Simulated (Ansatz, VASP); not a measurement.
One calculation of KCl, two programs

POSCAR

```
KCl
1.0
    0.0000000000      3.1878756693      3.1878756693
    3.1878756693      0.0000000000      3.1878756693
    3.1878756693      3.1878756693      0.0000000000
K Cl
1 1
Direct
    0.0000000000      0.0000000000      0.0000000000
    0.5000000000      0.5000000000      0.5000000000
```

The input INCAR.step1:

```
PREC     = Accurate       # precision mode
ENCUT    = 520            # plane-wave cutoff, eV
EDIFF    = 1E-5           # SCF threshold, eV
ISMEAR   = -1             # smearing method
SIGMA    = 0.05           # smearing width, eV
LREAL    = F              # projectors in reciprocal space
LASPH    = T              # aspherical terms in the spheres
NELM     = 100            # most SCF steps
ALGO     = Normal         # electronic algorithm
ISIF     = 2              # what is computed and relaxed
LWAVE    = T              # write WAVECAR
LCHARG   = F              # write CHGCAR
NBANDS   = 15             # bands
GGA      = PE             # functional
```

File INCAR.step2:

```
PREC     = Accurate       # precision mode
ENCUT    = 520            # plane-wave cutoff, eV
EDIFF    = 1E-7           # SCF threshold, eV
ISMEAR   = -1             # smearing method
SIGMA    = 0.05           # smearing width, eV
LREAL    = F              # projectors in reciprocal space
LASPH    = T              # aspherical terms in the spheres
NELM     = 100            # most SCF steps
ALGO     = Normal         # electronic algorithm
ISIF     = 2              # what is computed and relaxed
LWAVE    = F              # write WAVECAR
LCHARG   = F              # write CHGCAR
GGA      = PE             # functional
LHFCALC  = T              # exact exchange
HFSCREEN = 0.2079         # screening, 1/A
PRECFOCK = Normal       
NBANDS   = 15             # bands
ISTART   = 1
```

Contents of KPOINTS:

```
regular mesh
0
Gamma
  4 4 4
```

File input:

```
crystal:
  lattice:
    - [0.0, 3.1878756693, 3.1878756693]
    - [3.1878756693, 0.0, 3.1878756693]
    - [3.1878756693, 3.1878756693, 0.0]
  atoms:
    - { symbol: K, position: [0.0, 0.0, 0.0] }
    - { symbol: Cl, position: [0.5, 0.5, 0.5] }
hamiltonian:
  xc: hse06
  pseudopotentials: { kind: paw }
kpoints:
  mp_grid: { grid: [4, 4, 4] }
scf:
  occupations: { method: fermi_dirac, width: 0.05 }
output:
  forces: true
  stress: true
  eigenvalues: true
```

Alike in both runs: task single point; functional HSE06; k mesh 4 × 4 × 4; occupations fermi-dirac, width 0.05 eV; no spin polarisation.

|  | VASP | Ansatz |
| --- | --- | --- |
| version | VASP 6.6.1 | Ansatz 0.2.0 |
| potentials or method | VASP PAW PBE potentials, release 64 (K_sv, Cl) | Ansatz PAW |
| plane-wave cutoff (eV) | 520 | 420 |
| valence electrons in the cell | 16 | 16 |

Ansatz gave:

| Property | Result |
| --- | --- |
| gap on the k mesh at the Fermi level (eV) | 6.36 |
| least direct gap on the mesh (eV) | 6.36 |
| pressure (GPa) | -0.2 |

Problem. What did VASP give for the same quantities?

Solution. gap on the k mesh at the Fermi level (eV): 6.35; least direct gap on the mesh (eV): 6.35; pressure (GPa): -0.2.

The k mesh is coarse, so the values compare programs but aren't converged.
